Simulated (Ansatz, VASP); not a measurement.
**One calculation of GaN, two programs**

```xyz
2
Lattice="0.0000 2.2742 2.2742 2.2742 0.0000 2.2742 2.2742 2.2742 0.0000" Properties=species:S:1:pos:R:3 pbc="T T T"
Ga    0.0000    0.0000    0.0000
N     1.1371    1.1371    1.1371
```

Alike in both runs: functional PBE; k mesh 10 × 10 × 10; occupations gaussian, width 0.02 eV; no spin polarisation.

Ansatz relaxed the structure, and its values are those at the end. VASP's run is a single point on that final structure, the one shown.

|  | VASP | Ansatz |
| --- | --- | --- |
| version | VASP 6.6.1 | Ansatz 0.2.0 |
| potentials or method | VASP PAW PBE potentials, release 64 (Ga_d, N), cutoff 600 eV | scalar-relativistic, plane waves, PAW |
| valence electrons in the cell | 18 | 18 |

Ansatz gave:

```
gap on the k mesh at the Fermi level (eV) : 1.54
least direct gap on the mesh (eV)         : 1.54
pressure (GPa)                            : 0.0
```

Question: What did VASP give for the same quantities?

Answer: gap on the k mesh at the Fermi level (eV): 1.55; least direct gap on the mesh (eV): 1.55; pressure (GPa): 0.0.
